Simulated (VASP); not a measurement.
ZnO, 4 atoms in the cell. Symmetry: P6_3mc, No. 186, hexagonal system. The conventional cell has a = 3.249 Å, b = 3.249 Å, c = 5.204 Å, α = 90.00°, β = 90.00°, γ = 120.00°. Zn (site symmetry 3m) has 4 O at 1.97 to 1.99 Å within 2.6 Å. O (site symmetry 3m) has 4 Zn at 1.97 to 1.99 Å within 2.6 Å. 

* Program: VASP 6.6.1
* Task: relaxation of the atoms
* Functional: LDA
* Potentials or basis: VASP PAW LDA potentials, release 64 (Zn, O)
* Cutoff: 520 eV
* k mesh: 9 × 9 × 6
* Occupations: gaussian, width 0.02 eV
* Spin: no spin polarisation
* Dipole correction: no
* Further INCAR settings: ALGO = Normal; EDIFF = 1e-06; IBRION = 2; EDIFFG = -0.002; NSW = 70

Potentials or basis: VASP PAW LDA potentials, release 64 (Zn, O).

Run with:

```sh
$ cat potpaw_LDA.64/Zn/POTCAR potpaw_LDA.64/O/POTCAR > POTCAR
$ mpirun -np 1 vasp_std > vasp.out
```

Hardware: 1 thread of Intel Xeon 8259CL, with other jobs on the host.

**Question.** Estimate the wall time of this run.

**Answer.** Wall time 88 s on 1 thread of Intel Xeon 8259CL, on a shared host, peak memory 0.17 GiB. Counts: scf iterations 25, k points 48, ion steps 3.
